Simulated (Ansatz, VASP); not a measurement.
## PbS in VASP and in Ansatz

```xyz
2
Lattice="2.1107 1.2186 3.4560 -2.1107 1.2186 3.4560 0.0000 -2.4372 3.4560" Properties=species:S:1:pos:R:3 pbc="T T T"
Pb    0.0000    0.0000   10.2044
S     0.0000    0.0000    4.8872
```

Alike in both runs: functional BLYP; dispersion D3(BJ); k mesh 4 × 4 × 4; no spin polarisation.

Ansatz relaxed the structure, and its values are those at the end. VASP's run is a single point on that final structure, the one shown.

```csv
,VASP,Ansatz
version,VASP 6.6.1,Ansatz 0.2.0
potentials or method,"VASP PAW PBE potentials, release 64 (Pb_d, S), cutoff 500 eV","plane waves, PAW"
occupations,"gaussian, width 0.01 eV",fixed
valence electrons in the cell,20,20
```

|  | VASP | Ansatz | Ansatz less VASP |
| --- | --- | --- | --- |
| gap on the k mesh at the Fermi level (eV) | 0.62 | 0.63 | +0.017 |
| pressure (GPa) | 0.1 | 0.0 | -0.06 |
| rms of the force components (eV/Å) | 0.005 | 0.004 | -0.0014 |

VASP's potentials were made for PBE, not for BLYP. Ansatz's warnings: relaxed geometry near dispersion switch.

The k mesh is coarse, so the values compare programs but aren't converged. Spin-orbit coupling is off throughout.
